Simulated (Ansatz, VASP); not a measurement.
NaCl: VASP beside Ansatz

The input INCAR:

```
SYSTEM = NaCl
  PREC = Accurate
  ENCUT = 520
  EDIFF = 1E-6
  ISMEAR = -1
  SIGMA = 0.02
  LREAL = .FALSE.
  LASPH = .TRUE.
  NELM = 80
  ALGO = Normal
  ISIF = 2
  LWAVE = .FALSE.
  LCHARG = .FALSE.
  GGA = PE
  NBANDS = 14
```

Contents of KPOINTS:

```
Automatic mesh
0
G
  8 8 8
  0 0 0
```

POSCAR

```
NaCl
1.0
    0.0000000000      2.9650101422      2.9650101422
    2.9650101422      0.0000000000      2.9650101422
    2.9650101422      2.9650101422      0.0000000000
Na Cl
1 1
Direct
    0.0000000000      0.0000000000      0.0000000000
    0.5000000000      0.5000000000      0.5000000000
```

Input for Ansatz:

```yaml
crystal:
  lattice:
    - [0.0, 2.9650101422, 2.9650101422]
    - [2.9650101422, 0.0, 2.9650101422]
    - [2.9650101422, 2.9650101422, 0.0]
  atoms:
    - { symbol: Na, position: [0.0, 0.0, 0.0] }
    - { symbol: Cl, position: [0.5, 0.5, 0.5] }
kpoints:
  mp_grid: { grid: [8, 8, 8] }
  band_path:
    path:
      - [0.0, 0.0, 0.0]
      - [0.5, 0.0, 0.5]
      - [0.625, 0.25, 0.625]
      - [0.375, 0.375, 0.75]
      - [0.5, 0.5, 0.5]
      - [0.5, 0.25, 0.75]
    npoints: 1
hamiltonian:
  xc: pbe
scf:
  occupations: { method: fermi_dirac, width: 0.02 }
  n_extra_bands: 4
output:
  forces: true
  stress: true
  eigenvalues: true
```

Change from the starting cell: hydrostatic strain +5.8%.

Alike in both runs: task single point; functional PBE; k mesh 8 × 8 × 8; occupations fermi-dirac, width 0.02 eV; no spin polarisation.

|  | VASP | Ansatz |
| --- | --- | --- |
| version | VASP 6.6.1 | Ansatz 0.2.0 |
| potentials or method | VASP PAW PBE potentials, release 64 (Na_pv, Cl) | plane waves, PAW |
| plane-wave cutoff (eV) | 520 | 420 |
| valence electrons in the cell | 14 | 16 |

```tsv
	VASP	Ansatz	Ansatz less VASP
gap on the k mesh at the Fermi level (eV)	4.58	4.58	+0.001
pressure (GPa)	-2.2	-2.2	+0.03
```

VASP's potentials hold 14 valence electrons a cell and Ansatz's 16, so a difference there can come from the potentials and not from the codes.
